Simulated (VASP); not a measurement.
Set up this calculation in VASP 6.6.1, as the native input.

- Task: single point
- Functional: PBEsol
- Potentials or basis: VASP PAW PBE potentials, release 64 (Co, O)
- Cutoff: 520 eV
- k mesh: 10 × 10 × 10
- Occupations: fermi-dirac, width 0.05 eV
- Spin: collinear spin, ferromagnetic start
- Starting moments: [1.71, 0.0] μB
- Dipole correction: no
- Further INCAR settings: ALGO = Normal; EDIFF = 1e-06; NBANDS = 18

The structure of CoO lies in POSCAR:

```
CoO
1.0
    1.6022198417      0.9250420569      2.5664708903
   -1.6022198417      0.9250420569      2.5664708903
    0.0000000000     -1.8500841138      2.5664708903
Co O
1 1
Direct
    0.9989783200      0.9989783200      0.9989783200
    0.7510210300      0.7510210300      0.7510210300
```

One way to write it, as run:

INCAR

```
PREC = Accurate ; ENCUT = 520
EDIFF = 1E-6 ; ISMEAR = -1
SIGMA = 0.05 ; LREAL = F
LASPH = T ; NELM = 150
ALGO = Normal ; ISIF = 2
LWAVE = F ; LCHARG = F
ISPIN = 2 ; MAGMOM = 1.71 0
LORBIT = 11 ; LMAXMIX = 4
GGA = PS ; NBANDS = 18
```

KPOINTS

```
regular mesh
0
Gamma
  10 10 10
```

Potentials or basis: VASP PAW PBE potentials, release 64 (Co, O).

Run with:

```sh
$ cat potpaw_PBE.64/Co/POTCAR potpaw_PBE.64/O/POTCAR > POTCAR
$ mpirun -np 1 vasp_std > vasp.out
```

It gave:

```json
{
  "Pressure": "-8.1 GPa",
  "Largest force": "0.217 eV/Å",
  "Net moment": "2.76 μB per cell",
  "Site moments": "Co +2.37; O +0.30 μB",
  "Valence electrons inside the program's atomic spheres": "Co 8.01; O 4.96"
}
```

Caveat: the cell stands under tension; the PAW data sets were made with another functional, which shifts forces and pressure a little; a cell with one magnetic atom can't hold antiferromagnetic order, which such compounds often take.

Run time: 2 min on 1 thread of Intel Xeon 8259CL (shared host), peak memory 0.2 GiB.
